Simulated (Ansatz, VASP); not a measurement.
# MgIF in VASP and in Ansatz

```
Mg I F
1.0
     3.66746    0.00000    0.00000
    -1.83373    3.17612    0.00000
     0.00000    0.00000   29.67671
Mg I F
1 1 1
Cartesian
  0.0000 0.0000 8.9646
  1.8337 1.0587 6.9820
  1.8337 1.0587 9.9288
```

Alike in both runs: functional PBE; k mesh 12 × 12 × 1; occupations gaussian, width 0.02 eV; no spin polarisation.

Ansatz relaxed the structure, and its values are those at the end. VASP's run is a single point on that final structure, the one shown.

```csv
,VASP,Ansatz
version,VASP 6.6.1,Ansatz 0.2.0
potentials or method,"VASP PAW PBE potentials, release 64 (Mg, I, F), cutoff 520 eV","scalar-relativistic, plane waves, PAW"
valence electrons in the cell,16,34
```

Ansatz gave:

```
gap on the k mesh at the Fermi level (eV) : 0.72
least direct gap on the mesh (eV)         : 0.72
rms of the force components (eV/Å)        : 0.001
```

**Question.** What did VASP give for the same quantities?

**Answer.** gap on the k mesh at the Fermi level (eV): 0.69; least direct gap on the mesh (eV): 0.69; rms of the force components (eV/Å): 0.007.

VASP's potentials hold 16 valence electrons a cell and Ansatz's 34, so a difference there can come from the potentials and not from the codes. Ansatz's warnings: slab cell height set, xc potential rough in thin density.

Spin-orbit coupling is off throughout.
